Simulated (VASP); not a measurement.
Here is a VASP 6.6.1 calculation.

Contents of INCAR:

```
SYSTEM = Si
PREC     = Accurate       ! precision mode
ENCUT    = 520            ! plane-wave cutoff, eV
EDIFF    = 1E-8           ! SCF threshold, eV
ISMEAR   = -1             ! smearing method
SIGMA    = 0.08           ! smearing width, eV
LREAL    = .FALSE.        ! projectors in reciprocal space
LASPH    = .TRUE.         ! aspherical terms in the spheres
NELM     = 60             ! most SCF steps
ALGO     = Normal         ! electronic algorithm
ISIF     = 2              ! what is computed and relaxed
LWAVE    = .FALSE.        ! write WAVECAR
LCHARG   = .FALSE.        ! write CHGCAR
LEFG     = .TRUE.       
NBANDS   = 11             ! bands
```

KPOINTS

```
Automatic mesh
0
G
  12 12 12
  0 0 0
```

File POSCAR:

```
Si
1.0
    0.0000000000      2.7244915613      2.7244915613
    2.7244915613      0.0000000000      2.7244915613
    2.7244915613      2.7244915613      0.0000000000
Si
2
Direct
    0.5000000000      0.5000000000      0.5000000000
    0.7500000000      0.7500000000      0.7500000000
```

Potentials or basis: VASP PAW LDA potentials, release 64 (Si).

Launch:

```bash
$ cat potpaw_LDA.64/Si/POTCAR > POTCAR
$ mpirun -np 1 vasp_std > vasp.out
```

(1) What does it give for the pressure?

(2) Estimate the band gap on the k mesh.

Results:

(1) -2.3 GPa.

(2) 0.49 eV (least direct gap 2.52 eV).
